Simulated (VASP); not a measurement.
# SnO2 (P4_2/mnm) in VASP: settings compared

SnO2 is run at these levels: r2SCAN, PBE; tasks: single point, relaxation of cell and atoms.

Everything below comes from runs of VASP 6.6.1. Logs are shortened: lines on timing, memory, paths and dates and some standing lists are left out, and cuts for length are marked.

## 1. The cell of the first run

It takes space group P4_2/mnm (No. 136, tetragonal). The conventional cell has a = 4.821 Å, b = 4.821 Å, c = 3.242 Å, α = 90.00°, β = 90.00°, γ = 90.00°. Sn (site symmetry mmm) has 6 O at 2.09 Å within 2.8 Å. O (site symmetry m2m) has 3 Sn at 2.09 Å and 1 O at 2.63 Å within 2.8 Å.

## 2. Single point, r2SCAN

Input file POSCAR:

```
SnO2
1.0
    4.8212368100      0.0000000000      0.0000000000
    0.0000000000      4.8212368100      0.0000000000
    0.0000000000      0.0000000000      3.2422628700
Sn O
2 4
Direct
    0.0000000000      0.0000000000      0.0000000000
    0.5000000000      0.5000000000      0.5000000000
    0.3068782848      0.3068782848      0.0000000000
    0.1931217152      0.8068782848      0.5000000000
    0.6931217152      0.6931217152      0.0000000000
    0.8068782848      0.1931217152      0.5000000000
```

Input file INCAR.step1:

```
SYSTEM = SnO2
PREC = Accurate
ENCUT = 520
ISMEAR = -1
SIGMA = 0.02
LREAL = .False.
LASPH = .True.
NELM = 80
NBANDS = 35
GGA = PE
ALGO = Normal
EDIFF = 1E-4
LWAVE = .True.
LCHARG = .False.
```

Input file INCAR.step2:

```
SYSTEM = SnO2
PREC = Accurate
ENCUT = 520
EDIFF = 1E-6
ISMEAR = -1
SIGMA = 0.02
LREAL = .False.
LASPH = .True.
NELM = 80
ALGO = Normal
ISIF = 2
LWAVE = .False.
LCHARG = .False.
METAGGA = R2SCAN
LMIXTAU = .True.
NBANDS = 35
ISTART = 1
```

Input file KPOINTS:

```
Automatic mesh
0
Gamma
  6 6 10
  0 0 0
```

Potentials or basis: VASP PAW PBE potentials, release 64 (Sn_d, O).

The run is started by

```
cat potpaw_PBE.64/Sn_d/POTCAR potpaw_PBE.64/O/POTCAR > POTCAR
cp INCAR.step1 INCAR
mpirun -np 1 vasp_std > vasp.out
cp INCAR.step2 INCAR
mpirun -np 1 vasp_std > vasp.out
```

OUTCAR:

```text
SYSTEM = SnO2
   PREC = Accurate
   ENCUT = 520
   EDIFF = 1E-6
   ISMEAR = -1
   LREAL = .False.
   LASPH = .True.
   NELM = 80
   ISIF = 2
   METAGGA = R2SCAN
   ISTART = 1

 ion  position               nearest neighbor table
   1  0.000  0.000  0.000-   4 2.09   6 2.09   4 2.09   6 2.09   5 2.09   3 2.09
   2  0.500  0.500  0.500-   3 2.09   5 2.09   3 2.09   5 2.09   4 2.09   6 2.09
   3  0.307  0.307  0.000-   2 2.09   2 2.09   1 2.09
   4  0.193  0.807  0.500-   1 2.09   1 2.09   2 2.09
   5  0.693  0.693  0.000-   2 2.09   2 2.09   1 2.09
   6  0.807  0.193  0.500-   1 2.09   1 2.09   2 2.09

  LATTYP: Found a simple tetragonal cell.
 ALAT       =     4.8212368100
 C/A-ratio  =     0.6724960830

  Lattice vectors:

 A1 = (   4.8212368100,   0.0000000000,   0.0000000000)
 A2 = (   0.0000000000,   4.8212368100,   0.0000000000)
 A3 = (   0.0000000000,   0.0000000000,   3.2422628700)

Analysis of symmetry for initial positions (statically):
=====================================================================
 Subroutine PRICEL returns:
 Original cell was already a primitive cell.

 Routine SETGRP: Setting up the symmetry group for a
 simple tetragonal supercell.

 Subroutine GETGRP returns: Found 16 space group operations
 (whereof  8 operations were pure point group operations)
 out of a pool of 16 trial point group operations.

The static configuration has the point symmetry D_2h.
 The point group associated with its full space group is D_4h.

Analysis of symmetry for dynamics (positions and initial velocities):
=====================================================================
 Subroutine PRICEL returns:
 Original cell was already a primitive cell.

 Routine SETGRP: Setting up the symmetry group for a
 simple tetragonal supercell.

 Subroutine GETGRP returns: Found 16 space group operations
 (whereof  8 operations were pure point group operations)
 out of a pool of 16 trial point group operations.

The dynamic configuration has the point symmetry D_2h.
 The point group associated with its full space group is D_4h.

 Subroutine INISYM returns: Found 16 space group operations
 (whereof  8 operations are pure point group operations),
 and found     1 'primitive' translations

----------------------------------------------------------------------------------------

                                     Primitive cell

  volume of cell :      75.3642

  direct lattice vectors                    reciprocal lattice vectors
     4.821236810  0.000000000  0.000000000     0.207415657  0.000000000  0.000000000
     0.000000000  4.821236810  0.000000000     0.000000000  0.207415657  0.000000000
     0.000000000  0.000000000  3.242262870     0.000000000  0.000000000  0.308426565

  length of vectors
     4.821236810  4.821236810  3.242262870     0.207415657  0.207415657  0.308426565

  position of ions in fractional coordinates (direct lattice)
     0.000000000  0.000000000  0.000000000
     0.500000000  0.500000000  0.500000000
     0.306878285  0.306878285  0.000000000
     0.193121715  0.806878285  0.500000000
     0.693121715  0.693121715  0.000000000
     0.806878285  0.193121715  0.500000000

  ion indices of the primitive-cell ions
   primitive index   ion index
                 1           1
                 2           2
                 3           3
                 4           4
                 5           5
                 6           6

----------------------------------------------------------------------------------------

 KPOINTS: Automatic mesh

Automatic generation of k-mesh.
 Grid dimensions read from file:
 generate k-points for:    6    6   10

 Generating k-lattice:

  Cartesian coordinates                     Fractional coordinates (reciprocal lattice)
     0.034569276  0.000000000  0.000000000     0.166666667  0.000000000  0.000000000
     0.000000000  0.034569276  0.000000000     0.000000000  0.166666667  0.000000000
     0.000000000  0.000000000  0.030842657     0.000000000  0.000000000  0.100000000

  Length of vectors
     0.034569276  0.034569276  0.030842657

  Shift w.r.t. Gamma in fractional coordinates (k-lattice)
     0.000000000  0.000000000  0.000000000

 Subroutine IBZKPT returns following result:
 ===========================================

 Found     60 irreducible k-points:

 Following reciprocal coordinates:
            Coordinates               Weight
  0.000000  0.000000  0.000000      1.000000
  0.166667  0.000000  0.000000      4.000000
  0.333333  0.000000  0.000000      4.000000
  0.500000  0.000000  0.000000      2.000000
  0.166667  0.166667  0.000000      4.000000
  0.333333  0.166667  0.000000      8.000000
[... 16 lines left out ...]
  0.333333  0.000000  0.200000      8.000000
  0.500000  0.000000  0.200000      4.000000
 [... further k-points ...]
   k-points           NKPTS =     60   k-points in BZ     NKDIM =     60   number of bands    NBANDS=     35
   number of dos      NEDOS =    301   number of ions     NIONS =      6
   total plane-waves  NPLWV =  31104
   dimension x,y,z NGX =    36 NGY =   36 NGZ =   24
   dimension x,y,z NGXF=    72 NGYF=   72 NGZF=   48
   ions per type =               2   4
   NGX,Y,Z   is equivalent  to a cutoff of  12.41, 12.41, 12.31 a.u.
   NGXF,Y,Z  is equivalent  to a cutoff of  24.83, 24.83, 24.61 a.u.
 SYSTEM =  SnO2
   PREC   = accura    normal or accurate (medium, high low for compatibility)
   ISTART =      1    job   : 0-new  1-cont  2-samecut
   ICHARG =      0    charge: 1-file 2-atom 10-const
   ISPIN  =      1    spin polarized calculation?
   LNONCOLLINEAR =      F non collinear calculations
   LSORBIT =      F    spin-orbit coupling
   LASPH  =      T    aspherical Exc in radial PAW
   ENCUT  =  520.0 eV  38.22 Ry    6.18 a.u.   8.96  8.96  6.03*2*pi/ulx,y,z
   NELM   =     80;   NELMIN=  2; NELMDL=  0     # of ELM steps
   EDIFF  = 0.1E-05   stopping-criterion for ELM
   LREAL  =      F    real-space projection
   EDIFFG = 0.1E-04   stopping-criterion for IOM
   NSW    =      0    number of steps for IOM
   IBRION =     -1    ionic relax: 0-MD 1-quasi-New 2-CG
   NFREE  =      0    steps in history (QN), initial steepest desc. (CG)
   ISIF   =      2    stress and relaxation
   ISYM   =      2    0-nonsym 1-usesym 2-fastsym
   POTIM  = 0.5000    time-step for ionic-motion
   TEBEG  =    0.0;   TEEND  =   0.0 temperature during run
   PSTRESS=    0.0 pullay stress
   NELECT =      52.0000    total number of electrons
   NUPDOWN=      -1.0000    fix difference up-down
   EMIN   =  10.00;   EMAX   =-10.00  energy-range for DOS
   EFERMI =   0.00;   METHOD = LEGACY
   ISMEAR =    -1;   SIGMA  =   0.02  broadening in eV -4-tet -1-fermi 0-gaus
   EFERMI_NEDOS =   21; number of points for ismear=-14 and -15
   IALGO  =     38    algorithm
   IMIX   =      4    mixing-type and parameters
     AMIX     =   0.40;   BMIX     =  1.00
     AMIX_MAG =   1.60;   BMIX_MAG =  1.00
  volume/ion in A,a.u.               =      12.56        84.76
  Fermi-wavevector in a.u.,A,eV,Ry     =   1.446619  2.733714 28.473009  2.092707
  Thomas-Fermi vector in A             =   2.564667
   LORBIT       =      0    0 simple, 1 ext, 2 COOP (PROOUT), +10 PAW based schemes
   METAGGA = R2SCAN    functional components
   LHFCALC =     F    Hartree Fock is set to
   AEXX    =    0.0000 exact exchange contribution
   IVDW    =     0    specifies the selected vdW correction
   LEPSILON=     F    determine dielectric tensor
   LRPA    =     F    only Hartree local field effects (RPA)
 non-spin polarized calculation
  energy-cutoff  :      520.00
  volume of cell :       75.36
 maximum number of plane-waves:      2060
 NGX is ok and might be reduce to    36
   NGX = 17   NGY = 17   NGZ = 13

 number of electron      52.0000003 magnetization

 Free energy of the ion-electron system (eV)
  ---------------------------------------------------
  ext. energy  EPLUGINS =         0.00000000
  ---------------------------------------------------
  free energy    TOTEN  =       -84.58369844 eV

  energy without entropy =      -84.58369844  energy(sigma->0) =      -84.58369844

 E-fermi :   5.5733     XC(G=0): -11.7497

 val. band max:        5.1173616263   @ k =   0.0000   0.0000   0.0000
 cond. band min:       6.4767290937   @ k =   0.0000   0.0000   0.0000
 fundamental gap:      1.3593674674
 Fermi energy:         5.5733116655

 k-point     1 :       0.0000    0.0000    0.0000
  band No.  band energies     occupation
      1     -16.5514      2.00000
      2     -15.7404      2.00000
      3     -15.5036      2.00000
      4     -15.5036      2.00000
      5     -15.4838      2.00000
      6     -15.4261      2.00000
[... 27 lines left out ...]
     34      17.6919      0.00000
     35      18.2270      0.00000

 k-point     2 :       0.1667    0.0000    0.0000
  band No.  band energies     occupation
      1     -16.5087      2.00000
      2     -15.7960      2.00000
      3     -15.5023      2.00000
      4     -15.5022      2.00000
      5     -15.4847      2.00000
      6     -15.4574      2.00000
[... 27 lines left out ...]
     34      17.7168      0.00000
     35      18.1949      0.00000

 k-point     3 :       0.3333    0.0000    0.0000
  band No.  band energies     occupation
      1     -16.3842      2.00000
      2     -15.9699      2.00000
      3     -15.4996      2.00000
      4     -15.4995      2.00000
      5     -15.4872      2.00000
      6     -15.4867      2.00000
[... 27 lines left out ...]
     34      17.9014      0.00000
     35      18.1690      0.00000

 k-point     4 :       0.5000    0.0000    0.0000
  band No.  band energies     occupation
      1     -16.1922      2.00000
      2     -16.1922      2.00000
      3     -15.4982      2.00000
      4     -15.4982      2.00000
      5     -15.4902      2.00000
      6     -15.4902      2.00000
[... 27 lines left out ...]
     34      18.1083      0.00000
     35      18.2524      0.00000

 k-point     5 :       0.1667    0.1667    0.0000
  band No.  band energies     occupation
      1     -16.4755      2.00000
      2     -15.8584      2.00000
      3     -15.5040      2.00000
      4     -15.4993      2.00000
      5     -15.4885      2.00000
      6     -15.4661      2.00000
[... 638 lines left out ...]
 k-point    22 :       0.1667    0.0000    0.2000
  band No.  band energies     occupation
      1     -16.3557      2.00000
      2     -15.9114      2.00000
      3     -15.8231      2.00000
      4     -15.5773      2.00000
      5     -15.4263      2.00000
      6     -15.4231      2.00000
[... 27 lines left out ...]
     34      17.8669      0.00000
     35      17.8724      0.00000

 k-point    23 :       0.3333    0.0000    0.2000
  band No.  band energies     occupation
      1     -16.2864      2.00000
      2     -16.0461      2.00000
      3     -15.7722      2.00000
      4     -15.6224      2.00000
      5     -15.4171      2.00000
      6     -15.4089      2.00000
[... 27 lines left out ...]
     34      18.0739      0.00000
     35      18.1469      0.00000

 k-point    24 :       0.5000    0.0000    0.2000
  band No.  band energies     occupation
      1     -16.1789      2.00000
      2     -16.1789      2.00000
      3     -15.6979      2.00000
      4     -15.6979      2.00000
      5     -15.4100      2.00000
      6     -15.4100      2.00000
[... 27 lines left out ...]
     34      18.1618      0.00000
     35      18.3352      0.00000

 [... further k-points ...]
[... 5 lines left out ...]
  --------------------------------------------------------------------------------------
  -------------------------------------------------------------------------------------
  Total       -2.7984079     -2.7984079     -3.5398326     -0.0000000      0.0000000      0.0000000
  in kB      -59.4917095    -59.4917095    -75.2537521     -0.0000000      0.0000000      0.0000000
  external PRESSURE =     -64.7457237 kB  Pullay stress =       0.0000000 kB

 VOLUME and BASIS-vectors are now :
 -----------------------------------------------------------------------------
  energy-cutoff  :      520.00
  volume of cell :       75.36
      direct lattice vectors                 reciprocal lattice vectors
     4.821236810  0.000000000  0.000000000     0.207415657  0.000000000  0.000000000
     0.000000000  4.821236810  0.000000000     0.000000000  0.207415657  0.000000000
     0.000000000  0.000000000  3.242262870     0.000000000  0.000000000  0.308426565

 POSITION                                       TOTAL-FORCE (eV/Angst)
 -----------------------------------------------------------------------------------
      0.00000      0.00000      0.00000         0.000000      0.000000     -0.000000
      2.41062      2.41062      1.62113         0.000000      0.000000     -0.000000
      1.47953      1.47953      0.00000        -0.022425     -0.022425      0.000000
      0.93109      3.89015      1.62113         0.022425     -0.022425      0.000000
      3.34170      3.34170      0.00000         0.022425      0.022425     -0.000000
      3.89015      0.93109      1.62113        -0.022425      0.022425     -0.000000
 -----------------------------------------------------------------------------------
    total drift:                               -0.000000      0.000000      0.000000

  FREE ENERGIE OF THE ION-ELECTRON SYSTEM (eV)
  ---------------------------------------------------
  free  energy   TOTEN  =       -84.5836984414 eV

  energy  without entropy=      -84.5836984414  energy(sigma->0) =      -84.58369844
```

Wall time 2.7 min (1 thread of Intel Xeon 6975P-C (Granite Rapids), shared host); peak memory 0.26 GiB.

What came out:

```yaml
Free_energy: -84.5837 eV
Pressure: -6.5 GPa
Largest_force: 0.032 eV/Å
Band_gap_on_the_k_mesh: 1.36 eV
```

Forces on the atoms (eV/Å):
```
Sn   0.000  0.000  0.000
Sn   0.000  0.000  0.000
O   -0.022 -0.022  0.000
O    0.022 -0.022  0.000
O    0.022  0.022  0.000
O   -0.022  0.022  0.000
```

Caveat: the cell stands under tension; the PAW data sets were made with another functional, which shifts forces and pressure a little; spin-orbit coupling is left out, which moves the levels of the heavy elements. r2SCAN opens gaps a little over a GGA but as a rule still falls short of measured ones.

(Part 1 of 2 ends here.)
